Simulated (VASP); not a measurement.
Wanted: the native input for a VASP 6.6.1 run.

| Property | Result |
| --- | --- |
| Task | single point |
| Functional | LDA |
| Potentials or basis | VASP PAW LDA potentials, release 64 (Hf_pv) |
| Cutoff | 520 eV |
| k mesh | 10 × 10 × 10 |
| Occupations | fermi-dirac, width 0.05 eV |
| Spin | no spin polarisation |
| Dipole correction | no |
| Further INCAR settings | ALGO = Normal; EDIFF = 1e-06; NBANDS = 11 |

The structure of Hf lies in POSCAR:

```
Hf
1.0
    0.0000000000      2.2051002222      2.2051002222
    2.2051002222      0.0000000000      2.2051002222
    2.2051002222      2.2051002222      0.0000000000
Hf
1
Direct
    0.0000000000      0.0000000000      0.0000000000
```

These files were run (other wordings do the same):

INCAR

```
SYSTEM = Hf
ALGO     = Normal         ! electronic algorithm
EDIFF    = 1E-6           ! SCF threshold, eV
ENCUT    = 520            ! plane-wave cutoff, eV
GGA      = CA             ! functional
ISIF     = 2              ! what is computed and relaxed
ISMEAR   = -1             ! smearing method
LASPH    = .True.         ! aspherical terms in the spheres
LCHARG   = .True.         ! write CHGCAR
LELF     = .True.         ! ELF
LREAL    = .False.        ! projectors in reciprocal space
LVHAR    = .True.       
LWAVE    = .False.        ! write WAVECAR
NBANDS   = 11             ! bands
NELM     = 60             ! most SCF steps
PREC     = Accurate       ! precision mode
SIGMA    = 0.05           ! smearing width, eV
```

KPOINTS

```
k-points
0
Gamma
  10 10 10
  0 0 0
```

Potentials or basis: VASP PAW LDA potentials, release 64 (Hf_pv).

Launch:

```console
$ cat potpaw_LDA.64/Hf_pv/POTCAR > POTCAR
$ mpirun -np 1 vasp_std > vasp.out
```

Results of the run:

- Pressure: -3.6 GPa
- Band gap on the k mesh: zero (band 5 reaches 6.26 eV, above the bottom of band 6 at 4.52 eV)

Caveat: spin-orbit coupling is left out, which moves the levels of the heavy elements.

Run time: 4.6 s on 1 thread of Intel(R) Xeon(R) 6975P-C (Granite Rapids) (shared host), peak memory 0.13 GiB.
